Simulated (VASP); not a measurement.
The system is Si2W.

```xyz
9
Lattice="4.6169 0.0000 0.0000 -2.3084 3.9983 0.0000 0.0000 0.0000 6.6532" Properties=species:S:1:pos:R:3 pbc="T T T"
W     2.3084    0.0000    3.3266
W     1.1542    1.9992    5.5444
W    -1.1542    1.9992    1.1089
Si    1.1332    0.6542    1.1089
Si    3.4837    0.6542    5.5444
Si    0.0000    1.3085    3.3266
Si    1.1753    3.3441    1.1089
Si   -1.1753    3.3441    5.5444
Si    2.3084    2.6899    3.3266
```

Base run:

| Quantity | Value |
| --- | --- |
| Program | VASP 6.6.1 |
| Functional | LDA |
| Potentials or basis | VASP PAW LDA potentials, release 64 (W_sv, Si) |
| Cutoff | 520 eV |
| k mesh | 5 × 5 × 3 |
| Occupations | fermi-dirac, width 0.05 eV |
| Spin | no spin polarisation |
| Hubbard terms | W d U = 3.0 eV |

Its results: band gap on the k mesh 0.45 eV, indirect (least direct gap 1.02 eV); pressure -6.1 GPa; largest force 0.006 eV/Å.

**Question.** The run is repeated on the same cell with these changes: k mesh from 5 × 5 × 3 to 7 × 7 × 4; hubbard terms from W d U = 3.0 eV to none. What comes out?

**Answer.** Band gap on the k mesh 0.20 eV, indirect (least direct gap 0.64 eV); pressure -8.6 GPa; largest force 0.049 eV/Å.

Several settings changed at once, so the effect can't be laid on one alone.

Caveats: spin-orbit coupling is left out, which moves the levels of the heavy elements; the U is typed as a test and isn't derived for this compound (some runs).

A k mesh can miss the band edges.
